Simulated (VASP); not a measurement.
Write the native input for VASP 6.6.1 that does the following.

| Item | Value |
| --- | --- |
| Task | single point |
| Functional | PBEsol |
| Potentials or basis | VASP PAW PBE potentials, release 64 (Nb_sv) |
| Cutoff | 520 eV |
| k mesh | 20 × 20 × 20 |
| Occupations | gaussian, width 0.15 eV |
| Spin | no spin polarisation |
| Dipole correction | no |
| Further INCAR settings | ALGO = Normal; EDIFF = 1e-06; NBANDS = 12 |

The structure of Nb lies in POSCAR:

```
Nb
1.0
    0.0000000000      2.1784500000      2.1784500000
    2.1784500000      0.0000000000      2.1784500000
    2.1784500000      2.1784500000      0.0000000000
Nb
1
Direct
    0.0000000000      0.0000000000      0.0000000000
```

This cell differs from its parent crystal: strain +0.030 along x and y, +0.030 along z.

The input as run:

INCAR

```
PREC     = Accurate       # precision mode
ENCUT    = 520            # plane-wave cutoff, eV
EDIFF    = 1E-6           # SCF threshold, eV
ISMEAR   = 0              # smearing method
SIGMA    = 0.15           # smearing width, eV
LREAL    = F              # projectors in reciprocal space
LASPH    = T              # aspherical terms in the spheres
NELM     = 80             # most SCF steps
ALGO     = Normal         # electronic algorithm
ISIF     = 2              # what is computed and relaxed
LWAVE    = F              # write WAVECAR
LCHARG   = F              # write CHGCAR
GGA      = PS             # functional
NBANDS   = 12             # bands
```

KPOINTS

```
Automatic mesh
0
Gamma
  20 20 20
```

Potentials or basis: VASP PAW PBE potentials, release 64 (Nb_sv).

Command:

```bash
$ cat potpaw_PBE.64/Nb_sv/POTCAR > POTCAR
$ mpirun -np 1 vasp_std > vasp.out
```

Results of the run:

```json
{
  "Pressure": "-18.2 GPa"
}
```

Caveat: the cell differs from its parent crystal (strain +0.030 along x and y, +0.030 along z); the PAW data sets were made with another functional, which shifts forces and pressure a little.

Run time: 68 s on 1 thread of AMD EPYC 7R43 64-Core Processor (Zen 3), on a shared host, peak memory 0.14 GiB.
